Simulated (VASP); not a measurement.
# W in VASP: notebook

Runs on W. Level: PBE. Tasks: single point.

All numbers are computed with VASP 6.6.1; they aren't measurements. Logs are shortened: lines on timing, memory, paths and dates and some standing lists are left out, and cuts for length are marked.

### Step 1. The cell of the first run

The structure is tetragonal, space group P4_2/mmc (No. 131). The conventional cell has a = 5.083 Å, b = 5.083 Å, c = 5.032 Å, α = 90.00°, β = 90.00°, γ = 90.00°. W (site symmetry mmm) has 12 W at 2.82 to 2.84 Å within 3.7 Å. W (site symmetry -4m2) has 14 W at 2.52 to 3.11 Å within 3.3 Å. W (site symmetry m2m) has 14 W at 2.54 to 3.11 Å within 3.4 Å.

### Step 2. Single point, PBE (z stretched by -1 %, then relaxed in part)

Contents of INCAR:

```
SYSTEM = W
  ALGO = Normal
  EDIFF = 1E-6
  ENCUT = 520
  GGA = PE
  ISIF = 2
  ISMEAR = -1
  LASPH = .TRUE.
  LCHARG = .FALSE.
  LREAL = .FALSE.
  LWAVE = .FALSE.
  NBANDS = 66
  NELM = 100
  PREC = Accurate
  SIGMA = 0.05
```

Contents of KPOINTS:

```
k-points
0
G
  9 9 9
  0 0 0
```

Contents of POSCAR:

```
W
1.0
    5.0830000000      0.0000000000      0.0000000000
    0.0000000000      5.0830000000      0.0000000000
    0.0000000000      0.0000000000      5.0321700000
W
8
Direct
    0.0000000000      0.0000000000      0.0000000000
    0.5000000000      0.5000000000      0.5000000000
    0.0000000000      0.5000000000      0.2500000000
    0.0000000000      0.5000000000      0.7500000000
    0.2500000000      0.0000000000      0.5000000000
    0.7500000000      0.0000000000      0.5000000000
    0.5000000000      0.7500000000      0.0000000000
    0.5000000000      0.2500000000      0.0000000000
```

Potentials or basis: VASP PAW PBE potentials, release 64 (W_sv).

Run with:

```console
$ cat potpaw_PBE.64/W_sv/POTCAR > POTCAR
$ mpirun -np 1 vasp_std > vasp.out
```

OUTCAR:

```text
SYSTEM = W
   EDIFF = 1E-6
   ENCUT = 520
   GGA = PE
   ISIF = 2
   ISMEAR = -1
   LASPH = .TRUE.
   LREAL = .FALSE.
   NELM = 100
   PREC = Accurate

 ion  position               nearest neighbor table
   1  0.000  0.000  0.000-   5 2.82   6 2.82   5 2.82   6 2.82   3 2.84   4 2.84   3 2.84   4 2.84
                             7 2.84   8 2.84   7 2.84   8 2.84
   2  0.500  0.500  0.500-   7 2.82   8 2.82   7 2.82   8 2.82   3 2.84   4 2.84   3 2.84   4 2.84
                             5 2.84   6 2.84   5 2.84   6 2.84
   3  0.000  0.500  0.250-   4 2.52   4 2.52   1 2.84   2 2.84   1 2.84   2 2.84   8 3.11   5 3.11
                             6 3.11   5 3.11   6 3.11   7 3.11   7 3.11   8 3.11
   4  0.000  0.500  0.750-   3 2.52   3 2.52   1 2.84   2 2.84   1 2.84   2 2.84   8 3.11   5 3.11
                             6 3.11   5 3.11   6 3.11   7 3.11   7 3.11   8 3.11
   5  0.250  0.000  0.500-   6 2.54   6 2.54   1 2.82   1 2.82   2 2.84   2 2.84   7 3.09   8 3.09
                             8 3.09   7 3.09   3 3.11   3 3.11   4 3.11   4 3.11
   6  0.750  0.000  0.500-   5 2.54   5 2.54   1 2.82   1 2.82   2 2.84   2 2.84   7 3.09   8 3.09
                             8 3.09   7 3.09   3 3.11   3 3.11   4 3.11   4 3.11
   7  0.500  0.750  0.000-   8 2.54   8 2.54   2 2.82   2 2.82   1 2.84   1 2.84   5 3.09   6 3.09
                             5 3.09   6 3.09   3 3.11   4 3.11   3 3.11   4 3.11
   8  0.500  0.250  0.000-   7 2.54   7 2.54   2 2.82   2 2.82   1 2.84   1 2.84   5 3.09   6 3.09
                             5 3.09   6 3.09   3 3.11   4 3.11   3 3.11   4 3.11

  LATTYP: Found a simple tetragonal cell.
 ALAT       =     5.0830000000
 C/A-ratio  =     0.9900000000

  Lattice vectors:

 A1 = (   5.0830000000,   0.0000000000,   0.0000000000)
 A2 = (   0.0000000000,   5.0830000000,   0.0000000000)
 A3 = (   0.0000000000,   0.0000000000,   5.0321700000)

Analysis of symmetry for initial positions (statically):
=====================================================================
 Subroutine PRICEL returns:
 Original cell was already a primitive cell.

 Routine SETGRP: Setting up the symmetry group for a
 simple tetragonal supercell.

 Subroutine GETGRP returns: Found 16 space group operations
 (whereof  8 operations were pure point group operations)
 out of a pool of 16 trial point group operations.

The static configuration has the point symmetry D_2h.
 The point group associated with its full space group is D_4h.

Analysis of symmetry for dynamics (positions and initial velocities):
=====================================================================
 Subroutine PRICEL returns:
 Original cell was already a primitive cell.

 Routine SETGRP: Setting up the symmetry group for a
 simple tetragonal supercell.

 Subroutine GETGRP returns: Found 16 space group operations
 (whereof  8 operations were pure point group operations)
 out of a pool of 16 trial point group operations.

The dynamic configuration has the point symmetry D_2h.
 The point group associated with its full space group is D_4h.

 Subroutine INISYM returns: Found 16 space group operations
 (whereof  8 operations are pure point group operations),
 and found     1 'primitive' translations

----------------------------------------------------------------------------------------

                                     Primitive cell

  volume of cell :     130.0156

  direct lattice vectors                    reciprocal lattice vectors
     5.083000000  0.000000000  0.000000000     0.196734212  0.000000000  0.000000000
     0.000000000  5.083000000  0.000000000     0.000000000  0.196734212  0.000000000
     0.000000000  0.000000000  5.032170000     0.000000000  0.000000000  0.198721426

  length of vectors
     5.083000000  5.083000000  5.032170000     0.196734212  0.196734212  0.198721426

  position of ions in fractional coordinates (direct lattice)
     0.000000000  0.000000000  0.000000000
     0.500000000  0.500000000  0.500000000
     0.000000000  0.500000000  0.250000000
     0.000000000  0.500000000  0.750000000
     0.250000000  0.000000000  0.500000000
     0.750000000  0.000000000  0.500000000
     0.500000000  0.750000000  0.000000000
     0.500000000  0.250000000  0.000000000

  ion indices of the primitive-cell ions
   primitive index   ion index
                 1           1
                 2           2
                 3           3
                 4           4
                 5           5
                 6           6
                 7           7
                 8           8

----------------------------------------------------------------------------------------

 KPOINTS: k-points

Automatic generation of k-mesh.
 Grid dimensions read from file:
 generate k-points for:    9    9    9

 Generating k-lattice:

  Cartesian coordinates                     Fractional coordinates (reciprocal lattice)
     0.021859357  0.000000000  0.000000000     0.111111111  0.000000000  0.000000000
     0.000000000  0.021859357  0.000000000     0.000000000  0.111111111  0.000000000
     0.000000000  0.000000000  0.022080158     0.000000000  0.000000000  0.111111111

  Length of vectors
     0.021859357  0.021859357  0.022080158

  Shift w.r.t. Gamma in fractional coordinates (k-lattice)
     0.000000000  0.000000000  0.000000000

 Subroutine IBZKPT returns following result:
 ===========================================

 Found     75 irreducible k-points:

 Following reciprocal coordinates:
            Coordinates               Weight
  0.000000  0.000000  0.000000      1.000000
  0.111111  0.000000  0.000000      4.000000
  0.222222  0.000000  0.000000      4.000000
  0.333333  0.000000  0.000000      4.000000
  0.444444  0.000000  0.000000      4.000000
  0.111111  0.111111  0.000000      4.000000
[... 16 lines left out ...]
  0.333333  0.111111  0.111111     16.000000
  0.444444  0.111111  0.111111     16.000000
 [... further k-points ...]
   k-points           NKPTS =     75   k-points in BZ     NKDIM =     75   number of bands    NBANDS=     66
   number of dos      NEDOS =    301   number of ions     NIONS =      8
   total plane-waves  NPLWV =  64000
   dimension x,y,z NGX =    40 NGY =   40 NGZ =   40
   dimension x,y,z NGXF=    80 NGYF=   80 NGZF=   80
   ions per type =               8
   NGX,Y,Z   is equivalent  to a cutoff of  13.08, 13.08, 13.21 a.u.
   NGXF,Y,Z  is equivalent  to a cutoff of  26.17, 26.17, 26.43 a.u.
 SYSTEM =  W
   PREC   = accura    normal or accurate (medium, high low for compatibility)
   ISTART =      0    job   : 0-new  1-cont  2-samecut
   ICHARG =      2    charge: 1-file 2-atom 10-const
   ISPIN  =      1    spin polarized calculation?
   LNONCOLLINEAR =      F non collinear calculations
   LSORBIT =      F    spin-orbit coupling
   LASPH  =      T    aspherical Exc in radial PAW
   ENCUT  =  520.0 eV  38.22 Ry    6.18 a.u.   9.45  9.45  9.36*2*pi/ulx,y,z
   NELM   =    100;   NELMIN=  2; NELMDL= -5     # of ELM steps
   EDIFF  = 0.1E-05   stopping-criterion for ELM
   LREAL  =      F    real-space projection
   EDIFFG = 0.1E-04   stopping-criterion for IOM
   NSW    =      0    number of steps for IOM
   IBRION =     -1    ionic relax: 0-MD 1-quasi-New 2-CG
   NFREE  =      0    steps in history (QN), initial steepest desc. (CG)
   ISIF   =      2    stress and relaxation
   ISYM   =      2    0-nonsym 1-usesym 2-fastsym
   POTIM  = 0.5000    time-step for ionic-motion
   TEBEG  =    0.0;   TEEND  =   0.0 temperature during run
   PSTRESS=    0.0 pullay stress
   NELECT =     112.0000    total number of electrons
   NUPDOWN=      -1.0000    fix difference up-down
   EMIN   =  10.00;   EMAX   =-10.00  energy-range for DOS
   EFERMI =   0.00;   METHOD = LEGACY
   ISMEAR =    -1;   SIGMA  =   0.05  broadening in eV -4-tet -1-fermi 0-gaus
   EFERMI_NEDOS =   21; number of points for ismear=-14 and -15
   IALGO  =     38    algorithm
   IMIX   =      4    mixing-type and parameters
     AMIX     =   0.40;   BMIX     =  1.00
     AMIX_MAG =   1.60;   BMIX_MAG =  1.00
  volume/ion in A,a.u.               =      16.25       109.67
  Fermi-wavevector in a.u.,A,eV,Ry     =   1.557695  2.943616 33.013348  2.426413
  Thomas-Fermi vector in A             =   2.661308
   LORBIT       =      0    0 simple, 1 ext, 2 COOP (PROOUT), +10 PAW based schemes
   GGA     = PE    functional components
   LHFCALC =     F    Hartree Fock is set to
   AEXX    =    0.0000 exact exchange contribution
   IVDW    =     0    specifies the selected vdW correction
   LEPSILON=     F    determine dielectric tensor
   LRPA    =     F    only Hartree local field effects (RPA)
 non-spin polarized calculation
  energy-cutoff  :      520.00
  volume of cell :      130.02
 maximum number of plane-waves:      3529
 NGX is ok and might be reduce to    40
   NGX = 19   NGY = 19   NGZ = 19

 number of electron     111.9999979 magnetization

 Free energy of the ion-electron system (eV)
  ---------------------------------------------------
  ext. energy  EPLUGINS =         0.00000000
  ---------------------------------------------------
  free energy    TOTEN  =      -102.88002925 eV

  energy without entropy =     -102.85265357  energy(sigma->0) =     -102.86634141

 E-fermi :  10.8719     XC(G=0): -13.4857

 val. band max:       10.8706260398   @ k =   0.4444   0.2222   0.0000
 cond. band min:      10.8753431397   @ k =   0.3333   0.0000   0.4444
 fundamental gap:      0.0047170999
 Fermi energy:        10.8718990003

 k-point     1 :       0.0000    0.0000    0.0000
  band No.  band energies     occupation
      1     -63.1859      2.00000
      2     -63.1442      2.00000
      3     -63.1351      2.00000
      4     -63.0027      2.00000
      5     -63.0027      2.00000
      6     -62.9983      2.00000
[... 58 lines left out ...]
     65      12.6997      0.00000
     66      13.8119      0.00000

 k-point     2 :       0.1111    0.0000    0.0000
  band No.  band energies     occupation
      1     -63.1837      2.00000
      2     -63.1440      2.00000
      3     -63.1328      2.00000
      4     -63.0072      2.00000
      5     -63.0027      2.00000
      6     -62.9983      2.00000
[... 1507 lines left out ...]
     65      13.5406      0.00000
     66      13.5930      0.00000

 k-point    24 :       0.4444    0.1111    0.1111
  band No.  band energies     occupation
      1     -63.1598      2.00000
      2     -63.1464      2.00000
      3     -63.0872      2.00000
      4     -63.0631      2.00000
      5     -63.0072      2.00000
      6     -63.0033      2.00000
[... 58 lines left out ...]
     65      13.4353      0.00000
     66      13.8047      0.00000

 [... further k-points ...]
[... 5 lines left out ...]
  --------------------------------------------------------------------------------------
  -------------------------------------------------------------------------------------
  Total        1.2859482      1.2859482      4.9846375     -0.0000000      0.0000000      0.0000000
  in kB       15.8466886     15.8466886     61.4254917     -0.0000000      0.0000000      0.0000000
  external PRESSURE =      31.0396229 kB  Pullay stress =       0.0000000 kB

 VOLUME and BASIS-vectors are now :
 -----------------------------------------------------------------------------
  energy-cutoff  :      520.00
  volume of cell :      130.02
      direct lattice vectors                 reciprocal lattice vectors
     5.083000000  0.000000000  0.000000000     0.196734212  0.000000000  0.000000000
     0.000000000  5.083000000  0.000000000     0.000000000  0.196734212  0.000000000
     0.000000000  0.000000000  5.032170000     0.000000000  0.000000000  0.198721426

 POSITION                                       TOTAL-FORCE (eV/Angst)
 -----------------------------------------------------------------------------------
      0.00000      0.00000      0.00000         0.000000     -0.000000      0.000000
      2.54150      2.54150      2.51608         0.000000     -0.000000      0.000000
      0.00000      2.54150      1.25804         0.000000     -0.000000     -0.000000
      0.00000      2.54150      3.77413         0.000000     -0.000000      0.000000
      1.27075      0.00000      2.51608         0.008938     -0.000000      0.000000
      3.81225      0.00000      2.51608        -0.008938     -0.000000      0.000000
      2.54150      3.81225      0.00000         0.000000      0.008938      0.000000
      2.54150      1.27075      0.00000         0.000000     -0.008938      0.000000
 -----------------------------------------------------------------------------------
    total drift:                               -0.000000     -0.000000      0.000000

  FREE ENERGIE OF THE ION-ELECTRON SYSTEM (eV)
  ---------------------------------------------------
  free  energy   TOTEN  =      -102.8800292528 eV

  energy  without entropy=     -102.8526535747  energy(sigma->0) =     -102.86634141
```

It took 6.5 min on 1 thread of Intel Xeon Platinum 8488C (Sapphire Rapids), shared host; peak memory 0.52 GiB.

Results:

```
Free energy            : -102.8800 eV
Pressure               : 3.1 GPa
Largest force          : 0.009 eV/Å
Band gap on the k mesh : zero (bands 56 and 57 overlap by 0.76 eV)
```

Forces on the atoms (eV/Å):
```
W    0.000  0.000  0.000
W    0.000  0.000  0.000
W    0.000  0.000  0.000
W    0.000  0.000  0.000
W    0.009  0.000  0.000
W   -0.009  0.000  0.000
W    0.000  0.009  0.000
W    0.000 -0.009  0.000
```

Stress tensor (GPa, compression positive):
```
1.58 0.00 0.00
0.00 1.58 0.00
0.00 0.00 6.14
```

Caveat: the cell differs from its parent crystal (z stretched by -1 %, then relaxed in part); the cell stands under pressure; spin-orbit coupling is left out, which moves the levels of the heavy elements.

### Step 3. Single point, PBE

This run uses another cell than the first one, of 16.42 Å³/atom.

Contents of INCAR:

```
PREC = Accurate
ENCUT = 520
EDIFF = 1E-6
ISMEAR = -1
SIGMA = 0.05
LREAL = False
LASPH = True
NELM = 100
ALGO = Normal
ISIF = 2
LWAVE = False
LCHARG = False
GGA = PE
NBANDS = 66
```

Contents of KPOINTS:

```
Automatic mesh
0
Gamma
  9 9 9
```

Edit POSCAR of step 2 so:

```diff
@@ -4,3 +4,3 @@
     0.0000000000      5.0830000000      0.0000000000
-    0.0000000000      0.0000000000      5.0321700000
+    0.0000000000      0.0000000000      5.0830000000
 W
```

Potentials or basis: VASP PAW PBE potentials, release 64 (W_sv).

Run with:

```console
$ cat potpaw_PBE.64/W_sv/POTCAR > POTCAR
$ mpirun -np 1 vasp_std > vasp.out
```

Run time: 3.9 min. Hardware: 1 thread of Intel Xeon Platinum 8259CL at 2.50GHz (Skylake/Cascade Lake), shared host; peak memory 0.35 GiB.

Results (log left out):

```
Free energy            : -102.9056 eV
Pressure               : 0.0 GPa
Band gap on the k mesh : zero (bands 56 and 57 overlap by 0.72 eV)
```

Levels at points of the mesh, in eV from the Fermi level:
| k point | band 53 | band 54 | band 55 | band 56 | band 57 | band 58 | band 59 | band 60 |
| --- | --- | --- | --- | --- | --- | --- | --- | --- |
| (0.00, 0.00, 0.00) | -1.45 | -1.45 | -0.46 | -0.46 | -0.46 | 1.60 | 1.60 | 1.60 |

Caveat: spin-orbit coupling is left out, which moves the levels of the heavy elements.

### Step 4. Single point, PBE (z stretched by +1 %, then relaxed in part)

INCAR is that of step 3.

Contents of KPOINTS:

```
regular mesh
0
Gamma
  9 9 9
```

Edit POSCAR of step 3 so:

```diff
@@ -4,3 +4,3 @@
     0.0000000000      5.0830000000      0.0000000000
-    0.0000000000      0.0000000000      5.0830000000
+    0.0000000000      0.0000000000      5.1338300000
 W
```

Run with:

```console
$ cat potpaw_PBE.64/W_sv/POTCAR > POTCAR
$ mpirun -np 1 vasp_std > vasp.out
```

It took 14 min on 1 thread of Oxide Virtual Turin-like, shared host; peak memory 0.51 GiB.

The run converged. Its results:

* Free energy: -102.8827 eV
* Pressure: -2.9 GPa
* Largest force: 0.005 eV/Å
* Band gap on the k mesh: zero (bands 56 and 57 overlap by 0.71 eV)

Forces on the atoms (eV/Å):
```
W    0.000  0.000  0.000
W    0.000  0.000  0.000
W    0.000  0.000  0.000
W    0.000  0.000  0.000
W   -0.005  0.000  0.000
W    0.005  0.000  0.000
W    0.000 -0.005  0.000
W    0.000  0.005  0.000
```

Stress tensor (GPa, compression positive):
```
-1.49  0.00  0.00
 0.00 -1.49  0.00
 0.00  0.00 -5.68
```

Levels at points of the mesh, in eV from the Fermi level:
```csv
k point,band 52,band 53,band 54,band 55,band 56,band 57,band 58,band 59,band 60,band 61
"(0.00, 0.00, 0.00)",-2.01,-1.45,-1.41,-0.45,-0.44,-0.44,1.58,1.58,1.60,1.61
```

Caveat: the cell differs from its parent crystal (z stretched by +1 %, then relaxed in part); spin-orbit coupling is left out, which moves the levels of the heavy elements.

### Step 5. Single point, PBE (z stretched by +3 %, then relaxed in part)

Contents of INCAR:

```
SYSTEM = W
ALGO = Normal
EDIFF = 1E-6
ENCUT = 520
GGA = PE
ISIF = 2
ISMEAR = -1
LASPH = .TRUE.
LCHARG = .FALSE.
LREAL = .FALSE.
LWAVE = .FALSE.
NBANDS = 66
NELM = 80
PREC = Accurate
SIGMA = 0.05
```

Contents of KPOINTS:

```
k-points
0
G
  9 9 9
  0 0 0
```

Edit POSCAR of step 4 so:

```diff
@@ -4,3 +4,3 @@
     0.0000000000      5.0830000000      0.0000000000
-    0.0000000000      0.0000000000      5.1338300000
+    0.0000000000      0.0000000000      5.2354900000
 W
```

Run with:

```console
$ cat potpaw_PBE.64/W_sv/POTCAR > POTCAR
$ mpirun -np 1 vasp_std > vasp.out
```

Wall time 11 min (1 thread of Oxide Virtual Turin-like, shared host); peak memory 0.5 GiB.

Results (log left out):

```yaml
Free_energy: -102.7067 eV
Pressure: -8.0 GPa
Largest_force: 0.006 eV/Å
Band_gap_on_the_k_mesh: zero (bands 56 and 57 overlap by 0.69 eV)
```

Forces on the atoms (eV/Å):
```
W    0.000  0.000  0.000
W    0.000  0.000  0.000
W    0.000  0.000  0.000
W    0.000  0.000  0.000
W   -0.006  0.000  0.000
W    0.006  0.000  0.000
W    0.000 -0.006  0.000
W    0.000  0.006  0.000
```

Stress tensor (GPa, compression positive):
```
 -4.21   0.00   0.00
  0.00  -4.21   0.00
  0.00   0.00 -15.72
```

Levels at points of the mesh, in eV from the Fermi level:
```
           k point  band 53  band 54  band 55  band 56  band 57  band 58  band 59  band 60
(0.00, 0.00, 0.00)    -1.40    -1.32    -0.43    -0.43    -0.43     1.52     1.52     1.52
```

Caveat: the cell differs from its parent crystal (z stretched by +3 %, then relaxed in part); the cell stands under tension; spin-orbit coupling is left out, which moves the levels of the heavy elements.

### Step 6. The runs side by side

| cell | gap on the mesh (eV) | pressure (GPa) | largest force (eV/Å) |
| --- | --- | --- | --- |
| a = 5.083, b = 5.083, c = 5.032 Å, 8 atoms | none | 3.1 | 0.01 |
| a = 5.083 Å, 8 atoms | none | 0.0 | - |
| a = 5.083, b = 5.083, c = 5.134 Å, 8 atoms | none | -2.9 | 0.01 |
| a = 5.083, b = 5.083, c = 5.235 Å, 8 atoms | none | -8.0 | 0.01 |

Alike in all rows: task single point; level PBE; potentials or basis VASP PAW PBE potentials, release 64 (W_sv); no spin polarisation; k mesh 9 × 9 × 9; cutoff (eV) 520; smearing fermi-dirac 0.05 eV.

Caveats: spin-orbit coupling is left out, which moves the levels of the heavy elements; the cell stands under pressure (at least some runs); the cell stands under tension (at least some runs).

Absolute energies hang on the potentials; compare differences alone.
